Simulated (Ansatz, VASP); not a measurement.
# FeO: VASP beside Ansatz

```xyz
2
Lattice="0.0000 2.1554 2.1554 2.1554 0.0000 2.1554 2.1554 2.1554 0.0000" Properties=species:S:1:pos:R:3 pbc="T T T"
Fe    0.0000    0.0000    0.0000
O     2.1554    2.1554    2.1554
```

Alike in both runs: task single point; functional PBE; k mesh 11 × 11 × 11; occupations gaussian, width 0.014 eV; collinear spin.

```csv
,VASP,Ansatz
version,VASP 6.6.1,Ansatz 0.2.0
potentials or method,"VASP PAW PBE potentials, release 64 (Fe, O)",Ansatz PAW
plane-wave cutoff (eV),520,420
valence electrons in the cell,14,22
```

|  | VASP | Ansatz | Ansatz less VASP |
| --- | --- | --- | --- |
| gap on the k mesh at the Fermi level (eV) | none | none | - |
| pressure (GPa) | -0.2 | -0.3 | -0.04 |
| net moment per atom (μB) | 2.00 | 2.00 | +0.001 |
| size of the moment on the site where the two differ most (μB) | 3.62 | 3.45 | -0.169 |

Site moments also hang on the region over which each program counts them. A gap of «none» marks a metal or a gap that the smearing closes. The functional is the same, so the differences come from potentials, cutoffs and numerics. VASP's potentials hold 14 valence electrons a cell and Ansatz's 22, so a difference there can come from the potentials and not from the codes.
